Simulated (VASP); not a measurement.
# CuAu (R-3m) in VASP: notebook

CuAu is run at these levels: PBEsol; tasks: single point, relaxation of cell and atoms.

Program: VASP 6.6.1. These are calculated values, not measurements. Logs are shortened: lines on timing, memory, paths and dates and some standing lists are left out, and cuts for length are marked.

**1. The cell of the first run**

Symmetry: R-3m, No. 166, trigonal system. Conventional cell: a = 2.835 Å, b = 2.835 Å, c = 12.524 Å, α = 90.00°, β = 90.00°, γ = 120.00°. Cu (site symmetry -3m) has 6 Au at 2.65 Å and 6 Cu at 2.83 Å within 3.5 Å. Within 3.5 Å of Au (site symmetry -3m) lie 6 Cu at 2.65 Å and 6 Au at 2.83 Å.

**2. Single point, PBEsol**

Contents of INCAR:

```
ALGO     = Normal         # electronic algorithm
EDIFF    = 1E-6           # SCF threshold, eV
ENCUT    = 520            # plane-wave cutoff, eV
GGA      = PS             # functional
ISIF     = 2              # what is computed and relaxed
ISMEAR   = -1             # smearing method
LASPH    = T              # aspherical terms in the spheres
LCHARG   = F              # write CHGCAR
LREAL    = F              # projectors in reciprocal space
LWAVE    = F              # write WAVECAR
NBANDS   = 18             # bands
NELM     = 80             # most SCF steps
PREC     = Accurate       # precision mode
SIGMA    = 0.1            # smearing width, eV
```

Contents of KPOINTS:

```
k-points
0
Gamma
  10 10 10
```

Contents of POSCAR:

```
CuAu
1.0
    1.4173897905      0.8183303771      4.1745830644
   -1.4173897905      0.8183303771      4.1745830644
    0.0000000000     -1.6366607542      4.1745830644
Cu Au
1 1
Direct
    0.5000000000      0.5000000000      0.5000000000
    0.0000000000      0.0000000000      0.0000000000
```

Potentials or basis: VASP PAW PBE potentials, release 64 (Cu, Au).

Started as:

```console
$ cat potpaw_PBE.64/Cu/POTCAR potpaw_PBE.64/Au/POTCAR > POTCAR
$ mpirun -np 1 vasp_std > vasp.out
```

OUTCAR:

```text
EDIFF = 1E-6
   ENCUT = 520
   GGA = PS
   ISIF = 2
   ISMEAR = -1
   LASPH = T
   LREAL = F
   NELM = 80
   PREC = Accurate

 ion  position               nearest neighbor table
   1  0.500  0.500  0.500-   2 2.65   2 2.65   2 2.65   2 2.65   2 2.65   2 2.65
   2  0.000  0.000  0.000-   1 2.65   1 2.65   1 2.65   1 2.65   1 2.65   1 2.65

  LATTYP: Found a trigonal (rhomboedric) cell.
 ALAT       =     4.4839493960
 COS(alpha) =     0.8001578052

  Lattice vectors:

 A1 = (   1.4173897905,   0.8183303771,   4.1745830644)
 A2 = (  -1.4173897905,   0.8183303771,   4.1745830644)
 A3 = (   0.0000000000,  -1.6366607542,   4.1745830644)

Analysis of symmetry for initial positions (statically):
=====================================================================
 Subroutine PRICEL returns:
 Original cell was already a primitive cell.

 Routine SETGRP: Setting up the symmetry group for a
 trigonal (rhombohedral) supercell.

 Subroutine GETGRP returns: Found 12 space group operations
 (whereof 12 operations were pure point group operations)
 out of a pool of 12 trial point group operations.

The static configuration has the point symmetry D_3d.

Analysis of symmetry for dynamics (positions and initial velocities):
=====================================================================
 Subroutine PRICEL returns:
 Original cell was already a primitive cell.

 Routine SETGRP: Setting up the symmetry group for a
 trigonal (rhombohedral) supercell.

 Subroutine GETGRP returns: Found 12 space group operations
 (whereof 12 operations were pure point group operations)
 out of a pool of 12 trial point group operations.

The dynamic configuration has the point symmetry D_3d.

 Subroutine INISYM returns: Found 12 space group operations
 (whereof 12 operations are pure point group operations),
 and found     1 'primitive' translations

----------------------------------------------------------------------------------------

                                     Primitive cell

  volume of cell :      29.0524

  direct lattice vectors                    reciprocal lattice vectors
     1.417389790  0.818330377  4.174583064     0.352761113  0.203666724  0.079848293
    -1.417389790  0.818330377  4.174583064    -0.352761113  0.203666724  0.079848293
     0.000000000 -1.636660754  4.174583064     0.000000000 -0.407333447  0.079848293

  length of vectors
     4.483949396  4.483949396  4.483949396     0.415085879  0.415085879  0.415085879

  position of ions in fractional coordinates (direct lattice)
     0.500000000  0.500000000  0.500000000
     0.000000000  0.000000000  0.000000000

  ion indices of the primitive-cell ions
   primitive index   ion index
                 1           1
                 2           2

----------------------------------------------------------------------------------------

 KPOINTS: k-points

Automatic generation of k-mesh.
 Grid dimensions read from file:
 generate k-points for:   10   10   10

 Generating k-lattice:

  Cartesian coordinates                     Fractional coordinates (reciprocal lattice)
     0.035276111  0.020366672  0.007984829     0.100000000  0.000000000  0.000000000
    -0.035276111  0.020366672  0.007984829     0.000000000  0.100000000  0.000000000
     0.000000000 -0.040733345  0.007984829     0.000000000  0.000000000  0.100000000

  Length of vectors
     0.041508588  0.041508588  0.041508588

  Shift w.r.t. Gamma in fractional coordinates (k-lattice)
     0.000000000  0.000000000  0.000000000

 Subroutine IBZKPT returns following result:
 ===========================================

 Found    116 irreducible k-points:

 Following reciprocal coordinates:
            Coordinates               Weight
  0.000000  0.000000  0.000000      1.000000
  0.100000  0.000000 -0.000000      6.000000
  0.200000  0.000000 -0.000000      6.000000
  0.300000  0.000000  0.000000      6.000000
  0.400000  0.000000  0.000000      6.000000
  0.500000  0.000000  0.000000      3.000000
[... 16 lines left out ...]
  0.300000  0.300000  0.000000      6.000000
  0.400000  0.300000  0.000000     12.000000
 [... further k-points ...]
   k-points           NKPTS =    116   k-points in BZ     NKDIM =    116   number of bands    NBANDS=     18
   number of dos      NEDOS =    301   number of ions     NIONS =      2
   total plane-waves  NPLWV =  46656
   dimension x,y,z NGX =    36 NGY =   36 NGZ =   36
   dimension x,y,z NGXF=    72 NGYF=   72 NGZF=   72
   ions per type =               1   1
   NGX,Y,Z   is equivalent  to a cutoff of  13.35, 13.35, 13.35 a.u.
   NGXF,Y,Z  is equivalent  to a cutoff of  26.69, 26.69, 26.69 a.u.
 SYSTEM =  unknown system
   PREC   = accura    normal or accurate (medium, high low for compatibility)
   ISTART =      0    job   : 0-new  1-cont  2-samecut
   ICHARG =      2    charge: 1-file 2-atom 10-const
   ISPIN  =      1    spin polarized calculation?
   LNONCOLLINEAR =      F non collinear calculations
   LSORBIT =      F    spin-orbit coupling
   LASPH  =      T    aspherical Exc in radial PAW
   ENCUT  =  520.0 eV  38.22 Ry    6.18 a.u.   8.34  8.34  8.34*2*pi/ulx,y,z
   NELM   =     80;   NELMIN=  2; NELMDL= -5     # of ELM steps
   EDIFF  = 0.1E-05   stopping-criterion for ELM
   LREAL  =      F    real-space projection
   EDIFFG = 0.1E-04   stopping-criterion for IOM
   NSW    =      0    number of steps for IOM
   IBRION =     -1    ionic relax: 0-MD 1-quasi-New 2-CG
   NFREE  =      0    steps in history (QN), initial steepest desc. (CG)
   ISIF   =      2    stress and relaxation
   ISYM   =      2    0-nonsym 1-usesym 2-fastsym
   POTIM  = 0.5000    time-step for ionic-motion
   TEBEG  =    0.0;   TEEND  =   0.0 temperature during run
   PSTRESS=    0.0 pullay stress
   NELECT =      22.0000    total number of electrons
   NUPDOWN=      -1.0000    fix difference up-down
   EMIN   =  10.00;   EMAX   =-10.00  energy-range for DOS
   EFERMI =   0.00;   METHOD = LEGACY
   ISMEAR =    -1;   SIGMA  =   0.10  broadening in eV -4-tet -1-fermi 0-gaus
   EFERMI_NEDOS =   21; number of points for ismear=-14 and -15
   IALGO  =     38    algorithm
   IMIX   =      4    mixing-type and parameters
     AMIX     =   0.40;   BMIX     =  1.00
     AMIX_MAG =   1.60;   BMIX_MAG =  1.00
  volume/ion in A,a.u.               =      14.53        98.03
  Fermi-wavevector in a.u.,A,eV,Ry     =   1.492181  2.819814 30.294804  2.226605
  Thomas-Fermi vector in A             =   2.604742
   LORBIT       =      0    0 simple, 1 ext, 2 COOP (PROOUT), +10 PAW based schemes
   GGA     = PS    functional components
   LHFCALC =     F    Hartree Fock is set to
   AEXX    =    0.0000 exact exchange contribution
   IVDW    =     0    specifies the selected vdW correction
   LEPSILON=     F    determine dielectric tensor
   LRPA    =     F    only Hartree local field effects (RPA)
 non-spin polarized calculation
  energy-cutoff  :      520.00
  volume of cell :       29.05
 maximum number of plane-waves:       797
 NGX is ok and might be reduce to    36
   NGX = 17   NGY = 17   NGZ = 17

 number of electron      22.0000005 magnetization

 Free energy of the ion-electron system (eV)
  ---------------------------------------------------
  ext. energy  EPLUGINS =         0.00000000
  ---------------------------------------------------
  free energy    TOTEN  =        -8.20818175 eV

  energy without entropy =       -8.18802392  energy(sigma->0) =       -8.19810284

 E-fermi :   8.5456     XC(G=0): -12.8326

 val. band max:        8.5246773083   @ k =  -0.4000   0.4000   0.1000
 cond. band min:       8.5507690055   @ k =  -0.3000   0.2000   0.2000
 fundamental gap:      0.0260916972
 Fermi energy:         8.5456199698

 k-point     1 :       0.0000    0.0000    0.0000
  band No.  band energies     occupation
      1      -1.3324      2.00000
      2       1.8194      2.00000
      3       3.6385      2.00000
      4       3.6385      2.00000
      5       4.6990      2.00000
      6       4.6990      2.00000
[... 10 lines left out ...]
     17      26.2429      0.00000
     18      29.1701      0.00000

 k-point     2 :       0.1000    0.0000   -0.0000
  band No.  band energies     occupation
      1      -1.0109      2.00000
      2       2.0065      2.00000
      3       3.5108      2.00000
      4       3.8414      2.00000
      5       4.4402      2.00000
      6       4.7140      2.00000
[... 10 lines left out ...]
     17      25.7847      0.00000
     18      27.3991      0.00000

 k-point     3 :       0.2000    0.0000   -0.0000
  band No.  band energies     occupation
      1      -0.1154      2.00000
      2       2.4296      2.00000
      3       3.3315      2.00000
      4       3.8196      2.00000
      5       4.3747      2.00000
      6       4.7821      2.00000
[... 10 lines left out ...]
     17      24.7043      0.00000
     18      25.9937      0.00000

 k-point     4 :       0.3000    0.0000    0.0000
  band No.  band energies     occupation
      1       1.0272      2.00000
      2       2.5356      2.00000
      3       3.2502      2.00000
      4       3.8226      2.00000
      5       4.6817      2.00000
      6       5.2943      2.00000
[... 10 lines left out ...]
     17      23.8013      0.00000
     18      24.6413      0.00000

 k-point     5 :       0.4000    0.0000    0.0000
  band No.  band energies     occupation
      1       1.5263      2.00000
      2       2.5445      2.00000
      3       3.3938      2.00000
      4       4.5625      2.00000
      5       4.7214      2.00000
      6       5.2122      2.00000
[... 10 lines left out ...]
     17      22.9615      0.00000
     18      23.1224      0.00000

 k-point     6 :       0.5000    0.0000    0.0000
  band No.  band energies     occupation
      1       1.5302      2.00000
      2       2.4616      2.00000
      3       3.8587      2.00000
      4       4.6355      2.00000
      5       4.7310      2.00000
      6       5.1785      2.00000
[... 10 lines left out ...]
     17      22.3128      0.00000
     18      22.3803      0.00000

 k-point     7 :       0.1000    0.1000   -0.0000
  band No.  band energies     occupation
      1      -0.9819      2.00000
      2       2.0090      2.00000
      3       3.5182      2.00000
      4       3.8435      2.00000
      5       4.4631      2.00000
      6       4.6970      2.00000
[... 10 lines left out ...]
     17      25.7884      0.00000
     18      27.2737      0.00000

 k-point     8 :       0.2000    0.1000   -0.0000
  band No.  band energies     occupation
      1      -0.3415      2.00000
      2       2.3433      2.00000
      3       3.2901      2.00000
      4       4.0156      2.00000
      5       4.2584      2.00000
      6       4.7187      2.00000
[... 10 lines left out ...]
     17      25.4464      0.00000
     18      26.3047      0.00000
[... 229 lines left out ...]
     17      20.7379      0.00000
     18      23.6880      0.00000

 k-point    20 :      -0.4000    0.2000   -0.0000
  band No.  band energies     occupation
      1       2.4305      2.00000
      2       2.6649      2.00000
      3       3.5392      2.00000
      4       3.7106      2.00000
      5       4.1618      2.00000
      6       5.4194      2.00000
[... 10 lines left out ...]
     17      20.2207      0.00000
     18      23.9443      0.00000

 k-point    21 :      -0.3000    0.2000   -0.0000
  band No.  band energies     occupation
      1       2.4048      2.00000
      2       2.8060      2.00000
      3       3.0944      2.00000
      4       3.7294      2.00000
      5       3.9942      2.00000
      6       5.4546      2.00000
[... 10 lines left out ...]
     17      19.0441      0.00000
     18      26.7155      0.00000

 k-point    22 :      -0.2000    0.2000    0.0000
  band No.  band energies     occupation
      1       1.7182      2.00000
      2       2.8414      2.00000
      3       3.0356      2.00000
      4       3.3380      2.00000
      5       4.1739      2.00000
      6       5.5301      2.00000
[... 10 lines left out ...]
     17      20.7068      0.00000
     18      28.5655      0.00000

 k-point    23 :       0.3000    0.3000    0.0000
  band No.  band energies     occupation
      1       1.0222      2.00000
      2       2.4022      2.00000
      3       3.1121      2.00000
      4       4.0671      2.00000
      5       4.3512      2.00000
      6       5.4362      2.00000
[... 10 lines left out ...]
     17      24.7246      0.00000
     18      26.3569      0.00000

 k-point    24 :       0.4000    0.3000    0.0000
  band No.  band energies     occupation
      1       1.4940      2.00000
      2       2.3700      2.00000
      3       3.1025      2.00000
      4       4.1487      2.00000
      5       4.3080      2.00000
      6       5.9072      2.00000
[... 10 lines left out ...]
     17      24.7019      0.00000
     18      26.9580      0.00000

 [... further k-points ...]

------------------------ aborting loop because EDIFF is reached ----------------------------------------

  FORCE on cell =-STRESS in cart. coord.  units (eV):
  Direction    XX          YY          ZZ          XY          YZ          ZX
  --------------------------------------------------------------------------------------
  -------------------------------------------------------------------------------------
  Total       -0.0115541     -0.0115541      0.0176924      0.0000000      0.0000000      0.0000000
  in kB       -0.6371805     -0.6371805      0.9756981      0.0000000      0.0000000      0.0000000
  external PRESSURE =      -0.0995543 kB  Pullay stress =       0.0000000 kB

 VOLUME and BASIS-vectors are now :
 -----------------------------------------------------------------------------
  energy-cutoff  :      520.00
  volume of cell :       29.05
      direct lattice vectors                 reciprocal lattice vectors
     1.417389790  0.818330377  4.174583064     0.352761113  0.203666724  0.079848293
    -1.417389790  0.818330377  4.174583064    -0.352761113  0.203666724  0.079848293
     0.000000000 -1.636660754  4.174583064     0.000000000 -0.407333447  0.079848293

 POSITION                                       TOTAL-FORCE (eV/Angst)
 -----------------------------------------------------------------------------------
      0.00000      0.00000      6.26187         0.000000      0.000000      0.000000
      0.00000      0.00000      0.00000         0.000000     -0.000000     -0.000000
 -----------------------------------------------------------------------------------
    total drift:                                0.000000     -0.000000      0.000000

  FREE ENERGIE OF THE ION-ELECTRON SYSTEM (eV)
  ---------------------------------------------------
  free  energy   TOTEN  =        -8.2081817546 eV

  energy  without entropy=       -8.1880239189  energy(sigma->0) =       -8.19810284
```

Run time: 80 s. Hardware: 1 thread of Intel Xeon Platinum 8488C (Sapphire Rapids), shared host; peak memory 0.25 GiB.

What came out:

- Free energy: -8.2082 eV
- Pressure: 0.0 GPa
- Band gap on the k mesh: zero (bands 11 and 12 overlap by 4.76 eV)

Stress tensor (GPa, compression positive):
```
-0.06  0.00  0.00
 0.00 -0.06  0.00
 0.00  0.00  0.10
```

Levels at points of the mesh, in eV from the Fermi level:
| k point | band 7 | band 8 | band 9 | band 10 | band 11 | band 12 | band 13 | band 14 | band 15 | band 16 |
| --- | --- | --- | --- | --- | --- | --- | --- | --- | --- | --- |
| (0.00, 0.00, 0.00) | -2.77 | -2.20 | -2.20 | -1.51 | -1.51 | -0.17 | 5.03 | 14.63 | 16.51 | 16.51 |
| (0.50, 0.00, 0.00) | -2.83 | -2.39 | -1.94 | -1.73 | 0.13 | 1.22 | 5.68 | 7.26 | 11.47 | 13.33 |
| (0.50, 0.50, 0.00) | -1.73 | -1.59 | -1.50 | -1.34 | -1.32 | 1.14 | 3.02 | 6.79 | 9.68 | 12.22 |
| (0.50, 0.50, 0.50) | -3.20 | -2.85 | -2.58 | -2.58 | -2.18 | -2.18 | 12.74 | 15.15 | 15.17 | 18.56 |

Caveat: the PAW data sets were made with another functional, which shifts forces and pressure a little; spin-orbit coupling is left out, which moves the levels of the heavy elements.

(Continued in part 2 of 2.)

The gap in the log of VASP goes by the Fermi energy; the results here count the filled bands.